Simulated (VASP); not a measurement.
# NiGe6Pd (Fm-3m) in VASP: single point with PBE

Aim: the single point of NiGe6Pd with PBE.

All numbers are computed with VASP 6.6.1; they aren't measurements. Logs are shortened: lines on timing, memory, paths and dates and some standing lists are left out, and cuts for length are marked.

**1. The cell of the first run**

The structure is cubic, space group Fm-3m (No. 225). The conventional cell has a = 8.194 Å, b = 8.194 Å, c = 8.194 Å, α = 90.00°, β = 90.00°, γ = 90.00°. Ni (site symmetry m-3m) has 12 Ge at 2.90 Å within 3.8 Å. Ge (site symmetry mmm) has 2 Ni at 2.90 Å and 8 Ge at 2.90 Å and 2 Pd at 2.90 Å within 3.8 Å. Within 3.8 Å of Pd (site symmetry m-3m) lie 12 Ge at 2.90 Å.

**2. Single point, PBE, collinear spin, ferromagnetic start**

Contents of INCAR:

```
PREC = Accurate
ENCUT = 520
EDIFF = 1E-6
ISMEAR = 0
SIGMA = 0.2
LREAL = False
LASPH = True
NELM = 150
ALGO = Normal
ISIF = 2
LWAVE = False
LCHARG = True
ISPIN = 2
MAGMOM = 2 0 0 0 0 0 0 0
LORBIT = 11
LMAXMIX = 4
GGA = PE
LELF = True
LVHAR = True
NBANDS = 66
```

Contents of KPOINTS:

```
Automatic mesh
0
Gamma
  4 4 4
```

Contents of POSCAR:

```
NiGe6Pd
1.0
    0.0000000000      4.0969823818      4.0969823818
    4.0969823818      0.0000000000      4.0969823818
    4.0969823818      4.0969823818      0.0000000000
Ni Ge Pd
1 6 1
Direct
    0.5000000000      0.5000000000      0.5000000000
    0.5000000000      0.0000000000      0.0000000000
    0.0000000000      0.5000000000      0.5000000000
    0.0000000000      0.5000000000      0.0000000000
    0.5000000000      0.0000000000      0.5000000000
    0.0000000000      0.0000000000      0.5000000000
    0.5000000000      0.5000000000      0.0000000000
    0.0000000000      0.0000000000      0.0000000000
```

Potentials or basis: VASP PAW PBE potentials, release 64 (Ni, Ge_d, Pd).

Command:

```console
$ cat potpaw_PBE.64/Ni/POTCAR potpaw_PBE.64/Ge_d/POTCAR potpaw_PBE.64/Pd/POTCAR > POTCAR
$ mpirun -np 1 vasp_std > vasp.out
```

OUTCAR:

```text
PREC = Accurate
   ENCUT = 520
   EDIFF = 1E-6
   ISMEAR = 0
   LREAL = False
   LASPH = True
   NELM = 150
   ISIF = 2
   ISPIN = 2
   LORBIT = 11
   GGA = PE

 ion  position               nearest neighbor table
   1  0.500  0.500  0.500-   3 2.90   5 2.90   7 2.90   2 2.90   4 2.90   7 2.90   2 2.90   5 2.90
                             6 2.90   3 2.90   4 2.90   6 2.90
   2  0.500  0.000  0.000-   5 2.90   7 2.90   8 2.90   1 2.90   5 2.90   6 2.90   1 2.90   4 2.90
                             7 2.90   4 2.90   6 2.90   8 2.90
   3  0.000  0.500  0.500-   1 2.90   4 2.90   6 2.90   4 2.90   7 2.90   8 2.90   5 2.90   6 2.90
                             8 2.90   1 2.90   5 2.90   7 2.90
   4  0.000  0.500  0.000-   3 2.90   7 2.90   8 2.90   1 2.90   3 2.90   6 2.90   2 2.90   6 2.90
                             8 2.90   1 2.90   2 2.90   7 2.90
   5  0.500  0.000  0.500-   1 2.90   2 2.90   6 2.90   2 2.90   7 2.90   8 2.90   1 2.90   3 2.90
                             7 2.90   3 2.90   6 2.90   8 2.90
   6  0.000  0.000  0.500-   3 2.90   5 2.90   8 2.90   2 2.90   4 2.90   8 2.90   1 2.90   3 2.90
                             4 2.90   1 2.90   2 2.90   5 2.90
   7  0.500  0.500  0.000-   1 2.90   2 2.90   4 2.90   1 2.90   3 2.90   5 2.90   2 2.90   5 2.90
                             8 2.90   3 2.90   4 2.90   8 2.90
   8  0.000  0.000  0.000-   2 2.90   4 2.90   6 2.90   3 2.90   5 2.90   6 2.90   3 2.90   4 2.90
                             7 2.90   2 2.90   5 2.90   7 2.90

  LATTYP: Found a face centered cubic cell.
 ALAT       =     8.1939647636

  Lattice vectors:

 A1 = (   0.0000000000,   4.0969823818,   4.0969823818)
 A2 = (   4.0969823818,   0.0000000000,   4.0969823818)
 A3 = (   4.0969823818,   4.0969823818,   0.0000000000)

Analysis of symmetry for initial positions (statically):
=====================================================================
 Subroutine PRICEL returns:
 Original cell was already a primitive cell.

 Routine SETGRP: Setting up the symmetry group for a
 face centered cubic supercell.

 Subroutine GETGRP returns: Found 48 space group operations
 (whereof 48 operations were pure point group operations)
 out of a pool of 48 trial point group operations.

The static configuration has the point symmetry O_h .

Analysis of symmetry for dynamics (positions and initial velocities):
=====================================================================
 Subroutine PRICEL returns:
 Original cell was already a primitive cell.

 Routine SETGRP: Setting up the symmetry group for a
 face centered cubic supercell.

 Subroutine GETGRP returns: Found 48 space group operations
 (whereof 48 operations were pure point group operations)
 out of a pool of 48 trial point group operations.

The dynamic configuration has the point symmetry O_h .

Analysis of structural, dynamic, and magnetic symmetry:
=====================================================================
[... 159 lines left out ...]
 cond. band min:       7.6933906787   @ k =   0.5000   0.2500   0.0000
 fundamental gap:      0.0867449800
 Fermi energy:         7.6115706938

 spin component 1

 k-point     1 :       0.0000    0.0000    0.0000
  band No.  band energies     occupation
      1     -17.2941      1.00000
      2     -17.2941      1.00000
      3     -17.2941      1.00000
      4     -17.2825      1.00000
      5     -17.2499      1.00000
      6     -17.2499      1.00000
[... 525 lines left out ...]
     63      12.3529      0.00000
     64      12.6796      0.00000
 Fermi energy:         7.6115706938

 spin component 2

 k-point     1 :       0.0000    0.0000    0.0000
  band No.  band energies     occupation
      1     -17.2940      1.00000
      2     -17.2940      1.00000
      3     -17.2940      1.00000
      4     -17.2824      1.00000
      5     -17.2499      1.00000
      6     -17.2499      1.00000
[... 525 lines left out ...]
     63      12.3530      0.00000
     64      12.6797      0.00000
 [bands above 64 left out]

------------------------ aborting loop because EDIFF is reached ----------------------------------------

  FORCE on cell =-STRESS in cart. coord.  units (eV):
  Direction    XX          YY          ZZ          XY          YZ          ZX
  --------------------------------------------------------------------------------------
  -------------------------------------------------------------------------------------
  Total       -0.4487175     -0.4487175     -0.4487175     -0.0000000      0.0000000     -0.0000000
  in kB       -5.2271056     -5.2271056     -5.2271056     -0.0000000      0.0000000     -0.0000000
  external PRESSURE =      -5.2271056 kB  Pullay stress =       0.0000000 kB

 VOLUME and BASIS-vectors are now :
 -----------------------------------------------------------------------------
  energy-cutoff  :      520.00
  volume of cell :      137.54
      direct lattice vectors                 reciprocal lattice vectors
     0.000000000  4.096982382  4.096982382    -0.122041042  0.122041042  0.122041042
     4.096982382  0.000000000  4.096982382     0.122041042 -0.122041042  0.122041042
     4.096982382  4.096982382  0.000000000     0.122041042  0.122041042 -0.122041042

 POSITION                                       TOTAL-FORCE (eV/Angst)
 -----------------------------------------------------------------------------------
      4.09698      4.09698      4.09698        -0.000000     -0.000000     -0.000000
      0.00000      2.04849      2.04849        -0.000000     -0.000000      0.000000
      4.09698      2.04849      2.04849         0.000000      0.000000      0.000000
      2.04849      0.00000      2.04849        -0.000000     -0.000000      0.000000
      2.04849      4.09698      2.04849         0.000000      0.000000      0.000000
      2.04849      2.04849      0.00000        -0.000000      0.000000      0.000000
      2.04849      2.04849      4.09698        -0.000000     -0.000000     -0.000000
      0.00000      0.00000      0.00000        -0.000000     -0.000000      0.000000
 -----------------------------------------------------------------------------------
    total drift:                                0.000000      0.000000      0.000000

  FREE ENERGIE OF THE ION-ELECTRON SYSTEM (eV)
  ---------------------------------------------------
  free  energy   TOTEN  =       -36.3477701210 eV

  energy  without entropy=      -36.2542513282  energy(sigma->0) =      -36.30101072

 total charge

# of ion       s       p       d       tot
------------------------------------------
    1        0.358   0.233   8.427   9.018
    2        1.253   0.923  10.033  12.209
    3        1.253   0.923  10.033  12.209
    4        1.253   0.923  10.033  12.209
    5        1.253   0.923  10.033  12.209
    6        1.253   0.923  10.033  12.209
    7        1.253   0.923  10.033  12.209
    8        0.414   0.349   8.603   9.365
--------------------------------------------------
tot          8.289   6.123  77.228  91.640

 magnetization (x)

# of ion       s       p       d       tot
------------------------------------------
    1        0.000   0.000   0.000   0.000
    2        0.000   0.000   0.000   0.000
    3        0.000   0.000   0.000   0.000
    4        0.000   0.000   0.000   0.000
    5        0.000   0.000   0.000   0.000
    6        0.000   0.000   0.000   0.000
    7        0.000   0.000   0.000   0.000
    8       -0.000  -0.000   0.000   0.000
--------------------------------------------------
tot          0.000   0.000   0.000   0.000
```

OSZICAR:

```text
N       E                     dE             d eps       ncg     rms          rms(c)
DAV:   1     0.120681856369E+04    0.12068E+04   -0.44024E+04  2712   0.434E+03
DAV:   2     0.211869635832E+03   -0.99495E+03   -0.95520E+03  2112   0.108E+03
[... 13 lines left out ...]
DAV:  16    -0.363484933352E+02   -0.26726E-02   -0.49276E-03  2542   0.436E-01    0.352E-01
DAV:  17    -0.363476826521E+02    0.81068E-03   -0.33249E-03  2444   0.323E-01    0.919E-02
DAV:  18    -0.363477297750E+02   -0.47123E-04   -0.40725E-04  2222   0.725E-02    0.685E-02
DAV:  19    -0.363477682391E+02   -0.38464E-04   -0.24009E-04  2036   0.863E-02    0.267E-02
DAV:  20    -0.363477702207E+02   -0.19816E-05   -0.42073E-05  1988   0.397E-02    0.178E-02
DAV:  21    -0.363477701210E+02    0.99746E-07   -0.40689E-06  1648   0.111E-02
   1 F= -.36347770E+02 E0= -.36301011E+02  d E =-.935188E-01  mag=     0.0001
```

stdout:

```text
POSCAR found type information on POSCAR NiGePd
 POSCAR found :  3 types and       8 ions
 scaLAPACK will be used
 LDA part: xc-table for (Slater+PW92), standard interpolation
 POSCAR, INCAR and KPOINTS ok, starting setup
 FFT: planning ... GRIDC
 FFT: planning ... GRID_SOFT
 FFT: planning ... GRID
 WAVECAR not read
 entering main loop
```

Wall time 2.9 min (1 thread of Intel Xeon 6975P-C (Granite Rapids), shared host); peak memory 0.45 GiB.

Results:

```yaml
Free_energy: -36.3478 eV
Pressure: -0.5 GPa
Band_gap_on_the_k_mesh: zero (filled and empty bands overlap)
Net_moment: 0.00 μB per cell
Valence_electrons_inside_the_program's_atomic_spheres: Ni 9.02; Ge 12.21; Pd 9.37
```

Caveat: the starting moments collapsed, and a magnetic state may lie lower.
